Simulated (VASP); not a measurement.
## Mg5Se: relaxation of cell and atoms with PBE

Crystal: Mg5Se.

```
Mg Se
1.0
     3.61342    0.00000    0.00000
    -1.80671    3.12931    0.00000
     0.00000    0.00000   12.91763
Mg Se
5 1
Direct
  0.66667 0.33333 0.87158
  0.33333 0.66667 0.12842
  0.33333 0.66667 0.68342
  0.00000 0.00000 0.50000
  0.66667 0.33333 0.31658
  0.00000 0.00000 0.00000
```

| Item | Value |
| --- | --- |
| Program | VASP 6.6.1 |
| Task | relaxation of cell and atoms |
| Functional | PBE |
| Potentials or basis | VASP PAW PBE potentials, release 64 (Mg, Se) |
| Cutoff | 600 eV |
| k mesh | 12 × 12 × 4 |
| Occupations | gaussian, width 0.1 eV |
| Spin | no spin polarisation |
| Dipole correction | no |
| Further INCAR settings | ALGO = Normal; EDIFF = 1e-06; IBRION = 2; EDIFFG = -0.01; NSW = 100; ISIF = 3 |

The relaxed volume is 24.39 Å³/atom, the relaxed cell is a = 3.573 Å, b = 3.573 Å, c = 13.233 Å, α = 90.00°, β = 90.00°, γ = 120.00° and the space group after relaxing (to 0.1 Å) is P-3m1 (No. 164). The energy gained by relaxing is 4.1 meV/atom and the ionic steps are 10. The pressure after relaxing is 0.0 GPa and the band gap on the k mesh is zero (bands 8 and 9 overlap by 1.45 eV).

The path:
```tsv
step	energy change (eV)	largest force (eV/Å)	pressure (GPa)	volume (Å³)
1	0.0000	0.0798	0.14	146.07
2	-0.0123	0.0776	-0.06	146.51
3	-0.0191	0.1215	-0.35	147.16
4	-0.0223	0.0631	0.01	145.88
5	-0.0224	0.0619	0.07	145.65
6	-0.0234	0.0520	0.07	145.83
7	-0.0243	0.0291	0.05	146.24
8	-0.0246	0.0105	-0.08	146.67
9	-0.0246	0.0112	-0.08	146.66
10	-0.0247	0.0006	0.00	146.33
```

Final structure:
```xyz
6
Lattice="3.5733 0.0000 0.0000 -1.7866 3.0946 0.0000 0.0000 0.0000 13.2332" Properties=species:S:1:pos:R:3 pbc="T T T"
Mg    1.7866    1.0315   11.5596
Mg    0.0000    2.0630    1.6736
Mg    0.0000    2.0630    9.0856
Mg    0.0000    0.0000    6.6166
Mg    1.7866    1.0315    4.1476
Se   -1.7866    3.0946    0.0000
```

Levels at points of the mesh, in eV from the Fermi level:
| k point | band 5 | band 6 | band 7 | band 8 | band 9 | band 10 | band 11 | band 12 |
| --- | --- | --- | --- | --- | --- | --- | --- | --- |
| (0.00, 0.00, 0.00) | -3.78 | -0.81 | -0.76 | -0.76 | 0.55 | 4.18 | 4.75 | 6.06 |
| (0.50, 0.00, 0.00) | -2.01 | -1.96 | -1.64 | -0.86 | 0.00 | 0.02 | 0.92 | 2.43 |
| (0.00, 0.00, 0.50) | -2.59 | -2.07 | -0.76 | -0.76 | 2.10 | 2.64 | 4.62 | 6.85 |
| (0.50, 0.00, 0.50) | -2.01 | -1.89 | -1.25 | -1.16 | -0.75 | 0.87 | 1.41 | 1.96 |

It took 6.8 min on 1 thread of Intel(R) Xeon(R) 6975P-C (Granite Rapids) (shared host), peak memory 0.43 GiB.
